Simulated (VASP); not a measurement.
Here is a VASP 6.6.1 calculation.

File INCAR:

```
SYSTEM = CuH3
PREC = Accurate ; ENCUT = 520
EDIFF = 1E-7 ; ISMEAR = 0
SIGMA = 0.1 ; LREAL = .FALSE.
LASPH = .TRUE. ; NELM = 100
ALGO = Normal ; ISIF = 2
LWAVE = .FALSE. ; LCHARG = .TRUE.
LDIPOL = .TRUE. ; IDIPOL = 3
DIPOL = 0.5 0.5 0.499 ; GGA = PE
LELF = .TRUE. ; LVHAR = .TRUE.
LVACPOTAV = .TRUE. ; NBANDS = 15
```

Contents of KPOINTS:

```
regular mesh
0
G
  6 6 1
  0 0 0
```

File POSCAR:

```
CuH3
1.0
    2.8015190000      0.0000000000      0.0000000000
    0.0000000000      2.8015190000      0.0000000000
    0.0000000000      0.0000000000     17.0000000000
Cu H
1 3
Direct
    0.5000000000      0.5000000000      0.4807172300
    0.0000000000      0.0000000000      0.4246484200
    0.0000000000      0.0000000000      0.5753515800
    0.0000000000      0.0000000000      0.5160999600
```

Potentials or basis: VASP PAW PBE potentials, release 64 (Cu, H).

Launch:

```console
$ cat potpaw_PBE.64/Cu/POTCAR potpaw_PBE.64/H/POTCAR > POTCAR
$ mpirun -np 1 vasp_std > vasp.out
```

(1) Estimate the largest force.

(2) Predict the band gap on the k mesh.

Results:

(1) 2.964 eV/Å.

(2) zero (band 7 reaches -2.35 eV, above the bottom of band 8 at -3.12 eV).

Caveat: the k points lie up to 0.37 Å⁻¹ apart.
